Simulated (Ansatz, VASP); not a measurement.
**One calculation of Sr2C, two programs**

The input INCAR:

```
  ALGO = Normal
  EDIFF = 1E-6
  ENCUT = 520
  GGA = PE
  ISIF = 2
  ISMEAR = 0
  LASPH = T
  LCHARG = T
  LELF = T
  LREAL = F
  LVHAR = T
  LWAVE = F
  NBANDS = 19
  NELM = 100
  PREC = Accurate
  SIGMA = 0.1
```

KPOINTS

```
k-points
0
Gamma
  6 6 4
```

File POSCAR:

```
Sr2C
1.0
    3.3659520700      0.0000000000      0.0000000000
    0.0000000000      3.3659520700      0.0000000000
    0.0000000000      0.0000000000      6.7319041400
Sr C
2 1
Direct
    0.0000000000      0.0000000000      0.7500000000
    0.0000000000      0.0000000000      0.2500000000
    0.5000000000      0.5000000000      0.0000000000
```

Input for Ansatz:

```yaml
crystal:
  lattice:
    - [3.36595207, 0.0, 0.0]
    - [0.0, 3.36595207, 0.0]
    - [0.0, 0.0, 6.73190414]
  atoms:
    - { symbol: Sr, position: [0.0, 0.0, 0.75] }
    - { symbol: Sr, position: [0.0, 0.0, 0.25] }
    - { symbol: C, position: [0.5, 0.5, 0.0] }
basis:
  ecutwfc: 420
kpoints:
  mp_grid: { grid: [6, 6, 4] }
hamiltonian:
  xc: pbe
scf:
  occupations: { method: gaussian, width: 0.1 }
  lower_state_search: "off"
output:
  forces: true
  stress: true
  eigenvalues: true
```

Change from the starting cell: ordered vacancies on the anion sites of caesium chloride (P4/mmm, No. 123).

Alike in both runs: task single point; functional PBE; k mesh 6 × 6 × 4; occupations gaussian, width 0.1 eV; no spin polarisation.

```csv
,VASP,Ansatz
version,VASP 6.6.1,Ansatz 0.2.0
potentials or method,"VASP PAW PBE potentials, release 64 (Sr_sv, C), cutoff 520 eV","scalar-relativistic, plane waves, PAW"
valence electrons in the cell,24,24
```

```csv
,VASP,Ansatz,Ansatz less VASP
gap on the k mesh at the Fermi level (eV),none,none,-
pressure (GPa),0.4,0.2,-0.21
"traceless stress, the component that is largest in VASP (GPa)",-0.22,-0.23,-0.011
rms of the force components (eV/Å),0.748,0.759,+0.0105
```

Atom by atom the forces differ by 0.011 eV/Å (rms over components). A gap of «none» marks a metal or a gap that the smearing closes. With one functional, cell and mesh, what is left measures potentials, basis and numerics.
